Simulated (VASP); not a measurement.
Bi, 1 atom in the cell. It takes space group Pm-3m (No. 221, cubic). The conventional cell has a = 3.197 Å, b = 3.197 Å, c = 3.197 Å, α = 90.00°, β = 90.00°, γ = 90.00°. Bi (site symmetry m-3m) has 6 Bi at 3.20 Å within 4.2 Å. 

```yaml
Program: VASP 6.6.1
Task: density of states
Functional: LDA
Potentials_or_basis: VASP PAW LDA potentials, release 64 (Bi_d)
Cutoff: 520 eV
k_mesh: 12 × 12 × 12
Occupations: fermi-dirac, width 0.05 eV
Spin: no spin polarisation
Dipole_correction: no
k_mesh_for_the_DOS: 18 × 18 × 18
Occupations_for_the_DOS: tetrahedron
Further_INCAR_settings: ALGO = Normal; EDIFF = 1e-06; NBANDS = 14
```

Potentials or basis: VASP PAW LDA potentials, release 64 (Bi_d).

The run is started by

```console
$ cat potpaw_LDA.64/Bi_d/POTCAR > POTCAR
$ cp INCAR.step1 INCAR
$ cp KPOINTS.step1 KPOINTS
$ mpirun -np 1 vasp_std > vasp.out
$ cp INCAR.step2 INCAR
$ cp KPOINTS.step2 KPOINTS
$ mpirun -np 1 vasp_std > vasp.out
```

Hardware: 1 thread of AMD EPYC 7R13, on a shared host.

Problem. How long does it take, and how much memory?

Solution. Run time: 2.3 min on 1 thread of AMD EPYC 7R13, with other jobs on the host, peak memory 0.17 GiB. Counts: k points 220.
